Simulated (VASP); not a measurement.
# AlCu3 (Pm-3m) in VASP: a series of runs

Runs on AlCu3. Level: LDA. Tasks: single point.

Program: VASP 6.6.1. These are calculated values, not measurements. Logs are shortened: lines on timing, memory, paths and dates and some standing lists are left out, and cuts for length are marked.

## (1) The cell of the first run

Symmetry: Pm-3m, No. 221, cubic system. Conventional cell: a = 3.565 Å, b = 3.565 Å, c = 3.565 Å, α = 90.00°, β = 90.00°, γ = 90.00°. Al (site symmetry m-3m) has 12 Cu at 2.52 Å within 3.3 Å. Cu (site symmetry 4/mmm) has 4 Al at 2.52 Å and 8 Cu at 2.52 Å within 3.3 Å.

## (2) Single point, LDA (volume scaled by 0.98)

INCAR reads:

```
SYSTEM = AlCu3
PREC     = Accurate       ! precision mode
ENCUT    = 520            ! plane-wave cutoff, eV
EDIFF    = 1E-6           ! SCF threshold, eV
ISMEAR   = -1             ! smearing method
SIGMA    = 0.15           ! smearing width, eV
LREAL    = .False.        ! projectors in reciprocal space
LASPH    = .True.         ! aspherical terms in the spheres
NELM     = 60             ! most SCF steps
ALGO     = Normal         ! electronic algorithm
ISIF     = 2              ! what is computed and relaxed
LWAVE    = .False.        ! write WAVECAR
LCHARG   = .False.        ! write CHGCAR
NBANDS   = 26             ! bands
```

KPOINTS reads:

```
Automatic mesh
0
Gamma
  12 12 12
  0 0 0
```

POSCAR reads:

```
AlCu3
1.0
    3.5654866171      0.0000000000      0.0000000000
    0.0000000000      3.5654866171      0.0000000000
    0.0000000000      0.0000000000      3.5654866171
Al Cu
1 3
Direct
    0.0000000000      0.0000000000      0.0000000000
    0.5000000000      0.5000000000      0.0000000000
    0.5000000000      0.0000000000      0.5000000000
    0.0000000000      0.5000000000      0.5000000000
```

Potentials or basis: VASP PAW LDA potentials, release 64 (Al, Cu).

Started as:

```bash
$ cat potpaw_LDA.64/Al/POTCAR potpaw_LDA.64/Cu/POTCAR > POTCAR
$ mpirun -np 1 vasp_std > vasp.out
```

OUTCAR:

```text
SYSTEM = AlCu3
   PREC = Accurate
   ENCUT = 520
   EDIFF = 1E-6
   ISMEAR = -1
   LREAL = .False.
   LASPH = .True.
   NELM = 60
   ISIF = 2

 ion  position               nearest neighbor table
   1  0.000  0.000  0.000-   2 2.52   3 2.52   4 2.52   3 2.52   4 2.52   2 2.52   4 2.52   4 2.52
                             2 2.52   3 2.52   3 2.52   2 2.52
   2  0.500  0.500  0.000-   1 2.52   3 2.52   4 2.52   3 2.52   4 2.52   1 2.52   3 2.52   3 2.52
                             1 2.52   4 2.52   4 2.52   1 2.52
   3  0.500  0.000  0.500-   1 2.52   2 2.52   4 2.52   1 2.52   2 2.52   2 2.52   4 2.52   2 2.52
                             1 2.52   4 2.52   1 2.52   4 2.52
   4  0.000  0.500  0.500-   1 2.52   2 2.52   3 2.52   1 2.52   2 2.52   1 2.52   3 2.52   1 2.52
                             2 2.52   3 2.52   2 2.52   3 2.52

  LATTYP: Found a simple cubic cell.
 ALAT       =     3.5654866171

  Lattice vectors:

 A1 = (   3.5654866171,   0.0000000000,   0.0000000000)
 A2 = (   0.0000000000,   3.5654866171,   0.0000000000)
 A3 = (   0.0000000000,   0.0000000000,   3.5654866171)

Analysis of symmetry for initial positions (statically):
=====================================================================
 Subroutine PRICEL returns:
 Original cell was already a primitive cell.

 Routine SETGRP: Setting up the symmetry group for a
 simple cubic supercell.

 Subroutine GETGRP returns: Found 48 space group operations
 (whereof 48 operations were pure point group operations)
 out of a pool of 48 trial point group operations.

The static configuration has the point symmetry O_h .

Analysis of symmetry for dynamics (positions and initial velocities):
=====================================================================
 Subroutine PRICEL returns:
 Original cell was already a primitive cell.

 Routine SETGRP: Setting up the symmetry group for a
 simple cubic supercell.

 Subroutine GETGRP returns: Found 48 space group operations
 (whereof 48 operations were pure point group operations)
 out of a pool of 48 trial point group operations.

The dynamic configuration has the point symmetry O_h .

 Subroutine INISYM returns: Found 48 space group operations
 (whereof 48 operations are pure point group operations),
 and found     1 'primitive' translations

----------------------------------------------------------------------------------------

                                     Primitive cell

  volume of cell :      45.3269

  direct lattice vectors                    reciprocal lattice vectors
     3.565486617  0.000000000  0.000000000     0.280466626  0.000000000  0.000000000
     0.000000000  3.565486617  0.000000000     0.000000000  0.280466626  0.000000000
     0.000000000  0.000000000  3.565486617     0.000000000  0.000000000  0.280466626

  length of vectors
     3.565486617  3.565486617  3.565486617     0.280466626  0.280466626  0.280466626

  position of ions in fractional coordinates (direct lattice)
     0.000000000  0.000000000  0.000000000
     0.500000000  0.500000000  0.000000000
     0.500000000  0.000000000  0.500000000
     0.000000000  0.500000000  0.500000000

  ion indices of the primitive-cell ions
   primitive index   ion index
                 1           1
                 2           2
                 3           3
                 4           4

----------------------------------------------------------------------------------------

 KPOINTS: Automatic mesh

Automatic generation of k-mesh.
 Grid dimensions read from file:
 generate k-points for:   12   12   12

 Generating k-lattice:

  Cartesian coordinates                     Fractional coordinates (reciprocal lattice)
     0.023372219  0.000000000  0.000000000     0.083333333  0.000000000  0.000000000
     0.000000000  0.023372219  0.000000000     0.000000000  0.083333333  0.000000000
     0.000000000  0.000000000  0.023372219     0.000000000  0.000000000  0.083333333

  Length of vectors
     0.023372219  0.023372219  0.023372219

  Shift w.r.t. Gamma in fractional coordinates (k-lattice)
     0.000000000  0.000000000  0.000000000

 Subroutine IBZKPT returns following result:
 ===========================================

 Found     84 irreducible k-points:

 Following reciprocal coordinates:
            Coordinates               Weight
  0.000000  0.000000  0.000000      1.000000
  0.083333  0.000000  0.000000      6.000000
  0.166667  0.000000  0.000000      6.000000
  0.250000  0.000000  0.000000      6.000000
  0.333333  0.000000  0.000000      6.000000
  0.416667  0.000000  0.000000      6.000000
[... 16 lines left out ...]
  0.333333  0.333333  0.000000     12.000000
  0.416667  0.333333  0.000000     24.000000
 [... further k-points ...]
   k-points           NKPTS =     84   k-points in BZ     NKDIM =     84   number of bands    NBANDS=     26
   number of dos      NEDOS =    301   number of ions     NIONS =      4
   total plane-waves  NPLWV =  21952
   dimension x,y,z NGX =    28 NGY =   28 NGZ =   28
   dimension x,y,z NGXF=    56 NGYF=   56 NGZF=   56
   ions per type =               1   3
   NGX,Y,Z   is equivalent  to a cutoff of  13.06, 13.06, 13.06 a.u.
   NGXF,Y,Z  is equivalent  to a cutoff of  26.11, 26.11, 26.11 a.u.
 SYSTEM =  AlCu3
   PREC   = accura    normal or accurate (medium, high low for compatibility)
   ISTART =      0    job   : 0-new  1-cont  2-samecut
   ICHARG =      2    charge: 1-file 2-atom 10-const
   ISPIN  =      1    spin polarized calculation?
   LNONCOLLINEAR =      F non collinear calculations
   LSORBIT =      F    spin-orbit coupling
   LASPH  =      T    aspherical Exc in radial PAW
   ENCUT  =  520.0 eV  38.22 Ry    6.18 a.u.   6.63  6.63  6.63*2*pi/ulx,y,z
   NELM   =     60;   NELMIN=  2; NELMDL= -5     # of ELM steps
   EDIFF  = 0.1E-05   stopping-criterion for ELM
   LREAL  =      F    real-space projection
   EDIFFG = 0.1E-04   stopping-criterion for IOM
   NSW    =      0    number of steps for IOM
   IBRION =     -1    ionic relax: 0-MD 1-quasi-New 2-CG
   NFREE  =      0    steps in history (QN), initial steepest desc. (CG)
   ISIF   =      2    stress and relaxation
   ISYM   =      2    0-nonsym 1-usesym 2-fastsym
   POTIM  = 0.5000    time-step for ionic-motion
   TEBEG  =    0.0;   TEEND  =   0.0 temperature during run
   PSTRESS=    0.0 pullay stress
   NELECT =      36.0000    total number of electrons
   NUPDOWN=      -1.0000    fix difference up-down
   EMIN   =  10.00;   EMAX   =-10.00  energy-range for DOS
   EFERMI =   0.00;   METHOD = LEGACY
   ISMEAR =    -1;   SIGMA  =   0.15  broadening in eV -4-tet -1-fermi 0-gaus
   EFERMI_NEDOS =   21; number of points for ismear=-14 and -15
   IALGO  =     38    algorithm
   IMIX   =      4    mixing-type and parameters
     AMIX     =   0.40;   BMIX     =  1.00
     AMIX_MAG =   1.60;   BMIX_MAG =  1.00
  volume/ion in A,a.u.               =      11.33        76.47
  Fermi-wavevector in a.u.,A,eV,Ry     =   1.516085  2.864985 31.273173  2.298513
  Thomas-Fermi vector in A             =   2.625522
   LORBIT       =      0    0 simple, 1 ext, 2 COOP (PROOUT), +10 PAW based schemes
   GGA     = CA    functional components
   LHFCALC =     F    Hartree Fock is set to
   AEXX    =    0.0000 exact exchange contribution
   IVDW    =     0    specifies the selected vdW correction
   LEPSILON=     F    determine dielectric tensor
   LRPA    =     F    only Hartree local field effects (RPA)
 non-spin polarized calculation
  energy-cutoff  :      520.00
  volume of cell :       45.33
 maximum number of plane-waves:      1240
 NGX is ok and might be reduce to    28
   NGX = 13   NGY = 13   NGZ = 13

 number of electron      35.9999926 magnetization

 Free energy of the ion-electron system (eV)
  ---------------------------------------------------
  ext. energy  EPLUGINS =         0.00000000
  ---------------------------------------------------
  free energy    TOTEN  =       -19.12758603 eV

  energy without entropy =      -19.04560756  energy(sigma->0) =      -19.08659679

 E-fermi :   9.3017     XC(G=0): -12.9656

 val. band max:        9.2596046040   @ k =   0.2500   0.1667   0.1667
 cond. band min:       9.3243525443   @ k =   0.1667   0.0833   0.0833
 fundamental gap:      0.0647479403
 Fermi energy:         9.3016790160

 k-point     1 :       0.0000    0.0000    0.0000
  band No.  band energies     occupation
      1      -1.8461      2.00000
      2       3.4543      2.00000
      3       4.0658      2.00000
      4       4.0658      2.00000
      5       4.3371      2.00000
      6       4.3371      2.00000
[... 18 lines left out ...]
     25      20.1705      0.00000
     26      21.5237      0.00000

 k-point     2 :       0.0833    0.0000    0.0000
  band No.  band energies     occupation
      1      -1.7618      2.00000
      2       3.4797      2.00000
      3       4.0323      2.00000
      4       4.1121      2.00000
      5       4.3506      2.00000
      6       4.3506      2.00000
[... 18 lines left out ...]
     25      19.8866      0.00000
     26      21.0717      0.00000

 k-point     3 :       0.1667    0.0000    0.0000
  band No.  band energies     occupation
      1      -1.5104      2.00000
      2       3.5206      2.00000
      3       3.9315      2.00000
      4       4.2456      2.00000
      5       4.3898      2.00000
      6       4.3898      2.00000
[... 18 lines left out ...]
     25      19.2206      0.00000
     26      20.1304      0.00000

 k-point     4 :       0.2500    0.0000    0.0000
  band No.  band energies     occupation
      1      -1.0971      2.00000
      2       3.3424      2.00000
      3       3.8936      2.00000
      4       4.4489      2.00000
      5       4.4499      2.00000
      6       4.4499      2.00000
[... 18 lines left out ...]
     25      18.8450      0.00000
     26      19.1111      0.00000

 k-point     5 :       0.3333    0.0000    0.0000
  band No.  band energies     occupation
      1      -0.5326      2.00000
      2       2.7518      2.00000
      3       4.0115      2.00000
      4       4.5209      2.00000
      5       4.5209      2.00000
      6       4.5610      2.00000
[... 18 lines left out ...]
     25      18.2528      0.00000
     26      20.5101      0.00000

 k-point     6 :       0.4167    0.0000    0.0000
  band No.  band energies     occupation
      1       0.1583      2.00000
      2       1.9414      2.00000
      3       4.1373      2.00000
      4       4.5835      2.00000
      5       4.5835      2.00000
      6       4.6325      2.00000
[... 427 lines left out ...]
 k-point    21 :       0.4167    0.2500    0.0000
  band No.  band energies     occupation
      1       0.8142      2.00000
      2       2.5037      2.00000
      3       4.0952      2.00000
      4       4.4455      2.00000
      5       4.5148      2.00000
      6       4.8183      2.00000
[... 18 lines left out ...]
     25      19.4372      0.00000
     26      20.6378      0.00000

 k-point    22 :       0.5000    0.2500    0.0000
  band No.  band energies     occupation
      1       1.3414      2.00000
      2       1.9404      2.00000
      3       4.1661      2.00000
      4       4.4410      2.00000
      5       4.5521      2.00000
      6       4.7643      2.00000
[... 18 lines left out ...]
     25      19.6321      0.00000
     26      21.2791      0.00000

 k-point    23 :       0.3333    0.3333    0.0000
  band No.  band energies     occupation
      1       0.6793      2.00000
      2       3.4444      2.00000
      3       3.5445      2.00000
      4       4.4763      2.00000
      5       4.4942      2.00000
      6       4.7519      2.00000
[... 18 lines left out ...]
     25      19.2595      0.00000
     26      20.6852      0.00000

 k-point    24 :       0.4167    0.3333    0.0000
  band No.  band energies     occupation
      1       1.2916      2.00000
      2       2.8716      2.00000
      3       3.7317      2.00000
      4       4.5060      2.00000
      5       4.5389      2.00000
      6       4.8649      2.00000
[... 18 lines left out ...]
     25      19.5703      0.00000
     26      20.4416      0.00000

 [... further k-points ...]

------------------------ aborting loop because EDIFF is reached ----------------------------------------

  FORCE on cell =-STRESS in cart. coord.  units (eV):
  Direction    XX          YY          ZZ          XY          YZ          ZX
  --------------------------------------------------------------------------------------
  -------------------------------------------------------------------------------------
  Total        1.1570484      1.1570484      1.1570484     -0.0000000      0.0000000      0.0000000
  in kB       40.8983392     40.8983392     40.8983392     -0.0000000      0.0000000      0.0000000
  external PRESSURE =      40.8983392 kB  Pullay stress =       0.0000000 kB

 VOLUME and BASIS-vectors are now :
 -----------------------------------------------------------------------------
  energy-cutoff  :      520.00
  volume of cell :       45.33
      direct lattice vectors                 reciprocal lattice vectors
     3.565486617  0.000000000  0.000000000     0.280466626  0.000000000  0.000000000
     0.000000000  3.565486617  0.000000000     0.000000000  0.280466626  0.000000000
     0.000000000  0.000000000  3.565486617     0.000000000  0.000000000  0.280466626

 POSITION                                       TOTAL-FORCE (eV/Angst)
 -----------------------------------------------------------------------------------
      0.00000      0.00000      0.00000         0.000000      0.000000      0.000000
      1.78274      1.78274      0.00000         0.000000      0.000000      0.000000
      1.78274      0.00000      1.78274         0.000000      0.000000      0.000000
      0.00000      1.78274      1.78274         0.000000      0.000000      0.000000
 -----------------------------------------------------------------------------------
    total drift:                                0.000000      0.000000      0.000000

  FREE ENERGIE OF THE ION-ELECTRON SYSTEM (eV)
  ---------------------------------------------------
  free  energy   TOTEN  =       -19.1275860301 eV

  energy  without entropy=      -19.0456075556  energy(sigma->0) =      -19.08659679
```

Wall time 61 s (1 thread of Intel Xeon Platinum 8375C at 2.90GHz (Ice Lake), shared host); peak memory 0.19 GiB.

What came out:

| Property | Result |
| --- | --- |
| Free energy | -19.1276 eV |
| Pressure | 4.1 GPa |
| Band gap on the k mesh | zero (band 18 reaches 13.27 eV, above the bottom of band 19 at 7.45 eV) |

Levels at points of the mesh, in eV from the Fermi level:
```csv
k point,band 14,band 15,band 16,band 17,band 18,band 19,band 20,band 21,band 22,band 23
"(0.00, 0.00, 0.00)",-2.22,-2.22,-2.22,-0.37,-0.37,-0.37,4.61,4.61,5.49,10.87
"(0.50, 0.00, 0.00)",-3.20,-3.11,-2.68,-2.21,3.97,3.97,3.98,3.98,4.91,6.28
"(0.50, 0.50, 0.00)",-3.12,-3.09,-2.98,-2.52,-1.28,-1.28,6.61,6.61,6.67,7.29
"(0.50, 0.50, 0.50)",-3.14,-3.14,-2.40,-2.40,-2.40,-1.62,1.55,1.89,1.89,1.89
```

## (3) Single point, LDA (volume scaled by 1.02)

INCAR reads:

```
SYSTEM = AlCu3
ALGO = Fast
EDIFF = 1E-7
ENCUT = 520
ISIF = 2
ISMEAR = -1
LASPH = .True.
LCHARG = .True.
LELF = .True.
LREAL = .False.
LVHAR = .True.
LWAVE = .False.
NBANDS = 26
NELM = 80
PREC = Accurate
SIGMA = 0.15
```

KPOINTS reads:

```
k-points
0
Gamma
  12 12 12
  0 0 0
```

POSCAR reads:

```
AlCu3
1.0
    3.6133512093      0.0000000000      0.0000000000
    0.0000000000      3.6133512093      0.0000000000
    0.0000000000      0.0000000000      3.6133512093
Al Cu
1 3
Direct
    0.0000000000      0.0000000000      0.0000000000
    0.5000000000      0.5000000000      0.0000000000
    0.5000000000      0.0000000000      0.5000000000
    0.0000000000      0.5000000000      0.5000000000
```

Potentials or basis: VASP PAW LDA potentials, release 64 (Al, Cu).

Started as:

```bash
$ cat potpaw_LDA.64/Al/POTCAR potpaw_LDA.64/Cu/POTCAR > POTCAR
$ mpirun -np 1 vasp_std > vasp.out
```

Run time: 79 s. Hardware: 1 thread of Intel Xeon Platinum 8375C at 2.90GHz (Ice Lake), shared host; peak memory 0.2 GiB.

Results (log left out):

```
Free energy            : -19.1370 eV
Pressure               : -2.4 GPa
Band gap on the k mesh : zero (band 18 reaches 12.60 eV, above the bottom of band 19 at 6.96 eV)
```

Levels at points of the mesh, in eV from the Fermi level:
| k point | band 16 | band 17 | band 18 | band 19 | band 20 | band 21 |
| --- | --- | --- | --- | --- | --- | --- |
| (0.00, 0.00, 0.00) | -2.16 | -0.31 | -0.31 | -0.31 | 4.46 | 4.46 |
| (0.50, 0.00, 0.00) | -2.60 | -2.16 | 3.83 | 3.83 | 3.93 | 3.93 |
| (0.50, 0.50, 0.00) | -2.88 | -2.45 | -1.27 | -1.27 | 6.44 | 6.49 |
| (0.50, 0.50, 0.50) | -2.34 | -2.34 | -2.34 | -1.48 | 1.35 | 1.77 |
